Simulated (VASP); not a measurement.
Te, 3 atoms in the cell. Symmetry: P3_121, No. 152, trigonal system. The conventional cell has a = 4.454 Å, b = 4.454 Å, c = 5.924 Å, α = 90.00°, β = 90.00°, γ = 120.00°. Within 3.8 Å of Te (site symmetry 2) lie 6 Te at 2.86 to 3.47 Å. 

* Program: VASP 6.6.1
* Task: single point
* Functional: LDA
* Potentials or basis: VASP PAW LDA potentials, release 64 (Te)
* Cutoff: 520 eV
* k mesh: 5 × 5 × 4
* Occupations: fermi-dirac, width 0.05 eV
* Spin: non-collinear spin, zero start, spin-orbit coupling
* Starting moments: [[0.0, 0.0, 0.0], [0.0, 0.0, 0.0], [0.0, 0.0, 0.0]] μB
* Dipole correction: no
* Further INCAR settings: ALGO = Normal; EDIFF = 1e-06; NBANDS = 31

Potentials or basis: VASP PAW LDA potentials, release 64 (Te).

Run with:

```sh
$ cat potpaw_LDA.64/Te/POTCAR > POTCAR
$ mpirun -np 1 vasp_ncl > vasp.out
```

Hardware: 1 thread of Intel(R) Xeon(R) 6975P-C (Granite Rapids) (shared host).

Task: How long does it take, and how much memory?

Result: It took 110 s on 1 thread of Intel(R) Xeon(R) 6975P-C (Granite Rapids) (shared host), peak memory 0.39 GiB. Counts: scf iterations 11, k points 23.
